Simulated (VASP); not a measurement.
# Sn (Fd-3m) in VASP: further runs

Runs on Sn. Level: PBE. Tasks: single point.

All numbers are computed with VASP 6.6.1; they aren't measurements. Logs are shortened: lines on timing, memory, paths and dates and some standing lists are left out, and cuts for length are marked.

## Step 1: The cell of the first run

The structure is cubic, space group Fd-3m (No. 227). Conventional cell: a = 6.658 Å, b = 6.658 Å, c = 6.658 Å, α = 90.00°, β = 90.00°, γ = 90.00°. Within 3.8 Å of Sn (site symmetry -43m) lie 4 Sn at 2.88 Å.

This isn't the form of Sn at room conditions, which is tetragonal (white tin).

## Step 2: Single point, PBE

Contents of INCAR:

```
ALGO = Normal
EDIFF = 1E-6
ENCUT = 520
GGA = PE
ISIF = 2
ISMEAR = -1
LASPH = True
LCHARG = False
LREAL = False
LWAVE = False
NBANDS = 21
NELM = 100
PREC = Accurate
SIGMA = 0.1
```

Contents of KPOINTS:

```
k-points
0
Gamma
  5 5 5
```

Contents of POSCAR:

```
Sn
1.0
    0.0000000000      3.3289000152      3.3289000152
    3.3289000152      0.0000000000      3.3289000152
    3.3289000152      3.3289000152      0.0000000000
Sn
2
Direct
    0.5000000000      0.5000000000      0.5000000000
    0.7500000000      0.7500000000      0.7500000000
```

Potentials or basis: VASP PAW PBE potentials, release 64 (Sn_d).

The run is started by

```bash
> cat potpaw_PBE.64/Sn_d/POTCAR > POTCAR
> mpirun -np 1 vasp_std > vasp.out
```

OUTCAR:

```text
EDIFF = 1E-6
   ENCUT = 520
   GGA = PE
   ISIF = 2
   ISMEAR = -1
   LASPH = True
   LREAL = False
   NELM = 100
   PREC = Accurate

 ion  position               nearest neighbor table
   1  0.500  0.500  0.500-   2 2.88   2 2.88   2 2.88   2 2.88
   2  0.750  0.750  0.750-   1 2.88   1 2.88   1 2.88   1 2.88

  LATTYP: Found a face centered cubic cell.
 ALAT       =     6.6578000304

  Lattice vectors:

 A1 = (   0.0000000000,   3.3289000152,   3.3289000152)
 A2 = (   3.3289000152,   0.0000000000,   3.3289000152)
 A3 = (   3.3289000152,   3.3289000152,   0.0000000000)

Analysis of symmetry for initial positions (statically):
=====================================================================
 Subroutine PRICEL returns:
 Original cell was already a primitive cell.

 Routine SETGRP: Setting up the symmetry group for a
 face centered cubic supercell.

 Subroutine GETGRP returns: Found 48 space group operations
 (whereof 24 operations were pure point group operations)
 out of a pool of 48 trial point group operations.

The static configuration has the point symmetry T_d .
 The point group associated with its full space group is O_h .

Analysis of symmetry for dynamics (positions and initial velocities):
=====================================================================
 Subroutine PRICEL returns:
 Original cell was already a primitive cell.

 Routine SETGRP: Setting up the symmetry group for a
 face centered cubic supercell.

 Subroutine GETGRP returns: Found 48 space group operations
 (whereof 24 operations were pure point group operations)
 out of a pool of 48 trial point group operations.

The dynamic configuration has the point symmetry T_d .
 The point group associated with its full space group is O_h .

 Subroutine INISYM returns: Found 48 space group operations
 (whereof 24 operations are pure point group operations),
 and found     1 'primitive' translations

----------------------------------------------------------------------------------------

                                     Primitive cell

  volume of cell :      73.7789

  direct lattice vectors                    reciprocal lattice vectors
     0.000000000  3.328900015  3.328900015    -0.150199765  0.150199765  0.150199765
     3.328900015  0.000000000  3.328900015     0.150199765 -0.150199765  0.150199765
     3.328900015  3.328900015  0.000000000     0.150199765  0.150199765 -0.150199765

  length of vectors
     4.707775549  4.707775549  4.707775549     0.260153624  0.260153624  0.260153624

  position of ions in fractional coordinates (direct lattice)
     0.500000000  0.500000000  0.500000000
     0.750000000  0.750000000  0.750000000

  ion indices of the primitive-cell ions
   primitive index   ion index
                 1           1
                 2           2

----------------------------------------------------------------------------------------

 KPOINTS: k-points

Automatic generation of k-mesh.
 Grid dimensions read from file:
 generate k-points for:    5    5    5

 Generating k-lattice:

  Cartesian coordinates                     Fractional coordinates (reciprocal lattice)
    -0.030039953  0.030039953  0.030039953     0.200000000  0.000000000  0.000000000
     0.030039953 -0.030039953  0.030039953     0.000000000  0.200000000  0.000000000
     0.030039953  0.030039953 -0.030039953     0.000000000  0.000000000  0.200000000

  Length of vectors
     0.052030725  0.052030725  0.052030725

  Shift w.r.t. Gamma in fractional coordinates (k-lattice)
     0.000000000  0.000000000  0.000000000

 Subroutine IBZKPT returns following result:
 ===========================================

 Found     10 irreducible k-points:

 Following reciprocal coordinates:
            Coordinates               Weight
  0.000000  0.000000  0.000000      1.000000
  0.200000  0.000000  0.000000      8.000000
  0.400000  0.000000  0.000000      8.000000
  0.200000  0.200000  0.000000      6.000000
  0.400000  0.200000  0.000000     24.000000
 -0.400000  0.200000  0.000000     24.000000
 -0.200000  0.200000  0.000000     12.000000
  0.400000  0.400000  0.000000      6.000000
 -0.400000  0.400000  0.000000     12.000000
 -0.400000  0.400000  0.200000     24.000000
   k-points           NKPTS =     10   k-points in BZ     NKDIM =     10   number of bands    NBANDS=     21
   number of dos      NEDOS =    301   number of ions     NIONS =      2
   total plane-waves  NPLWV =  46656
   dimension x,y,z NGX =    36 NGY =   36 NGZ =   36
   dimension x,y,z NGXF=    72 NGYF=   72 NGZF=   72
   ions per type =               2
   NGX,Y,Z   is equivalent  to a cutoff of  12.71, 12.71, 12.71 a.u.
   NGXF,Y,Z  is equivalent  to a cutoff of  25.43, 25.43, 25.43 a.u.
 SYSTEM =  unknown system
   PREC   = accura    normal or accurate (medium, high low for compatibility)
   ISTART =      0    job   : 0-new  1-cont  2-samecut
   ICHARG =      2    charge: 1-file 2-atom 10-const
   ISPIN  =      1    spin polarized calculation?
   LNONCOLLINEAR =      F non collinear calculations
   LSORBIT =      F    spin-orbit coupling
   LASPH  =      T    aspherical Exc in radial PAW
   ENCUT  =  520.0 eV  38.22 Ry    6.18 a.u.   8.75  8.75  8.75*2*pi/ulx,y,z
   NELM   =    100;   NELMIN=  2; NELMDL= -5     # of ELM steps
   EDIFF  = 0.1E-05   stopping-criterion for ELM
   LREAL  =      F    real-space projection
   EDIFFG = 0.1E-04   stopping-criterion for IOM
   NSW    =      0    number of steps for IOM
   IBRION =     -1    ionic relax: 0-MD 1-quasi-New 2-CG
   NFREE  =      0    steps in history (QN), initial steepest desc. (CG)
   ISIF   =      2    stress and relaxation
   ISYM   =      2    0-nonsym 1-usesym 2-fastsym
   POTIM  = 0.5000    time-step for ionic-motion
   TEBEG  =    0.0;   TEEND  =   0.0 temperature during run
   PSTRESS=    0.0 pullay stress
   NELECT =      28.0000    total number of electrons
   NUPDOWN=      -1.0000    fix difference up-down
   EMIN   =  10.00;   EMAX   =-10.00  energy-range for DOS
   EFERMI =   0.00;   METHOD = LEGACY
   ISMEAR =    -1;   SIGMA  =   0.10  broadening in eV -4-tet -1-fermi 0-gaus
   EFERMI_NEDOS =   21; number of points for ismear=-14 and -15
   IALGO  =     38    algorithm
   IMIX   =      4    mixing-type and parameters
     AMIX     =   0.40;   BMIX     =  1.00
     AMIX_MAG =   1.60;   BMIX_MAG =  1.00
  volume/ion in A,a.u.               =      36.89       248.94
  Fermi-wavevector in a.u.,A,eV,Ry     =   1.185269  2.239833 19.114301  1.404862
  Thomas-Fermi vector in A             =   2.321466
   LORBIT       =      0    0 simple, 1 ext, 2 COOP (PROOUT), +10 PAW based schemes
   GGA     = PE    functional components
[... 5 lines left out ...]
 non-spin polarized calculation
  energy-cutoff  :      520.00
  volume of cell :       73.78
 maximum number of plane-waves:      1996
   NGX = 17   NGY = 17   NGZ = 17

 number of electron      28.0000008 magnetization

 Free energy of the ion-electron system (eV)
  ---------------------------------------------------
  ext. energy  EPLUGINS =         0.00000000
  ---------------------------------------------------
  free energy    TOTEN  =        -7.62901891 eV

  energy without entropy =       -7.61219910  energy(sigma->0) =       -7.62060900

 E-fermi :   4.7209     XC(G=0):  -8.5335

 val. band max:        4.4477502033   @ k =   0.2000   0.0000   0.0000
 cond. band min:       4.7874449405   @ k =   0.4000   0.0000   0.0000
 fundamental gap:      0.3396947372
 Fermi energy:         4.7208900207

 k-point     1 :       0.0000    0.0000    0.0000
  band No.  band energies     occupation
      1     -16.6693      2.00000
      2     -16.6693      2.00000
      3     -16.6693      2.00000
      4     -16.6199      2.00000
      5     -16.6199      2.00000
      6     -16.3682      2.00000
[... 13 lines left out ...]
     20      12.6468      0.00000
     21      12.6468      0.00000

 k-point     2 :       0.2000    0.0000    0.0000
  band No.  band energies     occupation
      1     -16.6856      2.00000
      2     -16.6856      2.00000
      3     -16.6617      2.00000
      4     -16.5958      2.00000
      5     -16.5958      2.00000
      6     -16.4007      2.00000
[... 13 lines left out ...]
     20      11.6444      0.00000
     21      11.6444      0.00000

 k-point     3 :       0.4000    0.0000    0.0000
  band No.  band energies     occupation
      1     -16.6977      2.00000
      2     -16.6977      2.00000
      3     -16.6487      2.00000
      4     -16.5735      2.00000
      5     -16.5735      2.00000
      6     -16.4193      2.00000
[... 13 lines left out ...]
     20      12.6579      0.00000
     21      12.6579      0.00000

 k-point     4 :       0.2000    0.2000    0.0000
  band No.  band energies     occupation
      1     -16.6854      2.00000
      2     -16.6854      2.00000
      3     -16.6743      2.00000
      4     -16.5952      2.00000
      5     -16.5659      2.00000
      6     -16.4478      2.00000
[... 13 lines left out ...]
     20      11.8222      0.00000
     21      13.0809      0.00000

 k-point     5 :       0.4000    0.2000    0.0000
  band No.  band energies     occupation
      1     -16.7116      2.00000
      2     -16.6996      2.00000
      3     -16.6411      2.00000
      4     -16.5654      2.00000
      5     -16.5343      2.00000
      6     -16.4793      2.00000
[... 13 lines left out ...]
     20      12.8036      0.00000
     21      13.6076      0.00000

 k-point     6 :      -0.4000    0.2000    0.0000
  band No.  band energies     occupation
      1     -16.7217      2.00000
      2     -16.7072      2.00000
      3     -16.6129      2.00000
      4     -16.5509      2.00000
      5     -16.5420      2.00000
      6     -16.4543      2.00000
[... 13 lines left out ...]
     20      12.3535      0.00000
     21      13.1372      0.00000

 k-point     7 :      -0.2000    0.2000    0.0000
  band No.  band energies     occupation
      1     -16.7040      2.00000
      2     -16.7023      2.00000
      3     -16.6361      2.00000
      4     -16.5826      2.00000
      5     -16.5585      2.00000
      6     -16.4394      2.00000
[... 13 lines left out ...]
     20      12.4535      0.00000
     21      12.8720      0.00000

 k-point     8 :       0.4000    0.4000    0.0000
  band No.  band energies     occupation
      1     -16.7081      2.00000
      2     -16.7081      2.00000
      3     -16.6368      2.00000
      4     -16.5514      2.00000
      5     -16.5310      2.00000
      6     -16.4711      2.00000
[... 13 lines left out ...]
     20      14.3934      0.00000
     21      14.4281      0.00000

 k-point     9 :      -0.4000    0.4000    0.0000
  band No.  band energies     occupation
      1     -16.7260      2.00000
      2     -16.7118      2.00000
      3     -16.5980      2.00000
      4     -16.5513      2.00000
      5     -16.5002      2.00000
      6     -16.4859      2.00000
[... 13 lines left out ...]
     20      13.1748      0.00000
     21      14.9547      0.00000

 k-point    10 :      -0.4000    0.4000    0.2000
  band No.  band energies     occupation
      1     -16.7242      2.00000
      2     -16.7177      2.00000
      3     -16.5934      2.00000
      4     -16.5327      2.00000
      5     -16.5171      2.00000
      6     -16.4957      2.00000
[... 13 lines left out ...]
     20      13.0254      0.00000
     21      14.9058      0.00000

------------------------ aborting loop because EDIFF is reached ----------------------------------------

  FORCE on cell =-STRESS in cart. coord.  units (eV):
  Direction    XX          YY          ZZ          XY          YZ          ZX
  --------------------------------------------------------------------------------------
  -------------------------------------------------------------------------------------
  Total        0.0646877      0.0646877      0.0646877     -0.0000000      0.0000000      0.0000000
  in kB        1.4047529      1.4047529      1.4047529     -0.0000000      0.0000000      0.0000000
  external PRESSURE =       1.4047529 kB  Pullay stress =       0.0000000 kB

 VOLUME and BASIS-vectors are now :
 -----------------------------------------------------------------------------
  energy-cutoff  :      520.00
  volume of cell :       73.78
      direct lattice vectors                 reciprocal lattice vectors
     0.000000000  3.328900015  3.328900015    -0.150199765  0.150199765  0.150199765
     3.328900015  0.000000000  3.328900015     0.150199765 -0.150199765  0.150199765
     3.328900015  3.328900015  0.000000000     0.150199765  0.150199765 -0.150199765

 POSITION                                       TOTAL-FORCE (eV/Angst)
 -----------------------------------------------------------------------------------
      3.32890      3.32890      3.32890         0.000000      0.000000      0.000000
      4.99335      4.99335      4.99335        -0.000000     -0.000000     -0.000000
 -----------------------------------------------------------------------------------
    total drift:                                0.000000      0.000000      0.000000

  FREE ENERGIE OF THE ION-ELECTRON SYSTEM (eV)
  ---------------------------------------------------
  free  energy   TOTEN  =        -7.6290189077 eV

  energy  without entropy=       -7.6121990971  energy(sigma->0) =       -7.62060900
```

Wall time 20 s (1 thread of AMD EPYC 7R13, shared host); peak memory 0.17 GiB.

Results:

- Free energy: -7.6290 eV
- Pressure: 0.1 GPa
- Band gap on the k mesh: zero (bands 14 and 15 overlap by 0.17 eV)

Caveat: spin-orbit coupling is left out, which moves the levels of the heavy elements.

## Step 3: Single point, PBE

Contents of INCAR:

```
SYSTEM = Sn
PREC = Accurate ; ENCUT = 520
EDIFF = 1E-7 ; ISMEAR = -1
SIGMA = 0.1 ; LREAL = .FALSE.
LASPH = .TRUE. ; NELM = 80
ALGO = Normal ; ISIF = 2
LWAVE = .FALSE. ; LCHARG = .FALSE.
GGA = PE ; NBANDS = 21
```

Contents of KPOINTS:

```
regular mesh
0
G
  7 7 7
  0 0 0
```

POSCAR is that of step 2.

Potentials or basis: VASP PAW PBE potentials, release 64 (Sn_d).

The run is started by

```bash
> cat potpaw_PBE.64/Sn_d/POTCAR > POTCAR
> mpirun -np 1 vasp_std > vasp.out
```

OUTCAR:

```text
SYSTEM = Sn
   PREC = Accurate
   ENCUT = 520
   EDIFF = 1E-7
   ISMEAR = -1
   LREAL = .FALSE.
   LASPH = .TRUE.
   NELM = 80
   ISIF = 2
   GGA = PE

 ion  position               nearest neighbor table
   1  0.500  0.500  0.500-   2 2.88   2 2.88   2 2.88   2 2.88
   2  0.750  0.750  0.750-   1 2.88   1 2.88   1 2.88   1 2.88

  LATTYP: Found a face centered cubic cell.
 ALAT       =     6.6578000304

  Lattice vectors:

[... 660 lines left out ...]

------------------------ aborting loop because EDIFF is reached ----------------------------------------

  FORCE on cell =-STRESS in cart. coord.  units (eV):
  Direction    XX          YY          ZZ          XY          YZ          ZX
  --------------------------------------------------------------------------------------
  -------------------------------------------------------------------------------------
  Total       -0.0002417     -0.0002417     -0.0002417      0.0000000     -0.0000000      0.0000000
  in kB       -0.0052493     -0.0052493     -0.0052493      0.0000000     -0.0000000      0.0000000
  external PRESSURE =      -0.0052493 kB  Pullay stress =       0.0000000 kB

 VOLUME and BASIS-vectors are now :
 -----------------------------------------------------------------------------
  energy-cutoff  :      520.00
  volume of cell :       73.78
      direct lattice vectors                 reciprocal lattice vectors
     0.000000000  3.328900015  3.328900015    -0.150199765  0.150199765  0.150199765
     3.328900015  0.000000000  3.328900015     0.150199765 -0.150199765  0.150199765
     3.328900015  3.328900015  0.000000000     0.150199765  0.150199765 -0.150199765

 POSITION                                       TOTAL-FORCE (eV/Angst)
 -----------------------------------------------------------------------------------
      3.32890      3.32890      3.32890        -0.000000     -0.000000     -0.000000
      4.99335      4.99335      4.99335         0.000000      0.000000      0.000000
 -----------------------------------------------------------------------------------
    total drift:                                0.000000      0.000000      0.000000

  FREE ENERGIE OF THE ION-ELECTRON SYSTEM (eV)
  ---------------------------------------------------
  free  energy   TOTEN  =        -7.6830291301 eV

  energy  without entropy=       -7.6702156053  energy(sigma->0) =       -7.67662237
```

OSZICAR:

```text
N       E                     dE             d eps       ncg     rms          rms(c)
DAV:   1     0.224396212469E+03    0.22440E+03   -0.14770E+04   845   0.188E+03
DAV:   2     0.162057112166E+02   -0.20819E+03   -0.20390E+03   840   0.434E+02
DAV:   3    -0.695032497650E+01   -0.23156E+02   -0.23030E+02   965   0.138E+02
DAV:   4    -0.770071195112E+01   -0.75039E+00   -0.75011E+00   960   0.279E+01
DAV:   5    -0.772656018057E+01   -0.25848E-01   -0.25848E-01  1205   0.506E+00    0.288E+00
DAV:   6    -0.769543467902E+01    0.31126E-01   -0.26913E-02  1155   0.200E+00    0.168E+00
DAV:   7    -0.768085675947E+01    0.14578E-01   -0.37468E-02   915   0.202E+00    0.155E-01
DAV:   8    -0.768253986650E+01   -0.16831E-02   -0.50414E-03   935   0.773E-01    0.540E-02
DAV:   9    -0.768300371082E+01   -0.46384E-03   -0.56160E-04   948   0.127E-01    0.134E-02
DAV:  10    -0.768302414808E+01   -0.20437E-04   -0.38576E-05  1084   0.532E-02    0.689E-03
DAV:  11    -0.768302892260E+01   -0.47745E-05   -0.88473E-06   928   0.183E-02    0.221E-03
DAV:  12    -0.768302909569E+01   -0.17309E-06   -0.49991E-07   816   0.876E-03    0.686E-04
DAV:  13    -0.768302913014E+01   -0.34451E-07   -0.18413E-08   650   0.148E-03
   1 F= -.76830291E+01 E0= -.76766224E+01  d E =-.128135E-01
```

stdout:

```text
POSCAR found type information on POSCAR Sn
 POSCAR found :  1 types and       2 ions
 scaLAPACK will be used
 LDA part: xc-table for (Slater+PW92), standard interpolation
 POSCAR, INCAR and KPOINTS ok, starting setup
 FFT: planning ... GRIDC
 FFT: planning ... GRID_SOFT
 FFT: planning ... GRID
 WAVECAR not read
 entering main loop
```

Run time: 44 s. Hardware: 1 thread of AMD EPYC 7R13, shared host; peak memory 0.17 GiB.

Results:

```
Free energy            : -7.6830 eV
Pressure               : 0.0 GPa
Band gap on the k mesh : zero (bands 14 and 15 overlap by 0.20 eV)
```

Caveat: spin-orbit coupling is left out, which moves the levels of the heavy elements.

## Step 4: Single point, PBE

Contents of INCAR:

```
SYSTEM = Sn
ALGO = Normal
EDIFF = 1E-6
ENCUT = 520
GGA = PE
ISIF = 2
ISMEAR = -1
LASPH = .TRUE.
LCHARG = .TRUE.
LELF = .TRUE.
LREAL = .FALSE.
LVHAR = .TRUE.
LWAVE = .FALSE.
NBANDS = 21
NELM = 60
PREC = Accurate
SIGMA = 0.1
```

Contents of KPOINTS:

```
k-points
0
G
  8 8 8
  0 0 0
```

POSCAR is that of step 3.

The run is started by

```bash
> cat potpaw_PBE.64/Sn_d/POTCAR > POTCAR
> mpirun -np 1 vasp_std > vasp.out
```

Wall time 62 s (1 thread of AMD EPYC 7R13, shared host); peak memory 0.18 GiB.

Results (log left out):

- Free energy: -7.6902 eV
- Pressure: 0.0 GPa
- Band gap on the k mesh: zero (bands 14 and 15 overlap by 0.23 eV)

Levels at points of the mesh, in eV from the Fermi level:
| k point | band 12 | band 13 | band 14 | band 15 | band 16 | band 17 |
| --- | --- | --- | --- | --- | --- | --- |
| (0.00, 0.00, 0.00) | -1.10 | 0.14 | 0.14 | 0.14 | 2.20 | 2.20 |
| (0.50, 0.00, 0.00) | -5.98 | -0.95 | -0.95 | -0.09 | 3.25 | 3.25 |
| (0.50, 0.50, 0.00) | -7.21 | -2.17 | -2.17 | 0.95 | 0.95 | 7.30 |

Caveat: spin-orbit coupling is left out, which moves the levels of the heavy elements.

## Step 5: The runs side by side

| k mesh | gap on the mesh (eV) | pressure (GPa) |
| --- | --- | --- |
| 5 × 5 × 5 | none | 0.1 |
| 7 × 7 × 7 | none | 0.0 |
| 8 × 8 × 8 | none | 0.0 |

Alike in all rows: task single point; level PBE; potentials or basis VASP PAW PBE potentials, release 64 (Sn_d); no spin polarisation; cell as given; cutoff (eV) 520; smearing fermi-dirac 0.1 eV.

Caveats: spin-orbit coupling is left out, which moves the levels of the heavy elements.

Absolute energies hang on the potentials; compare differences alone.
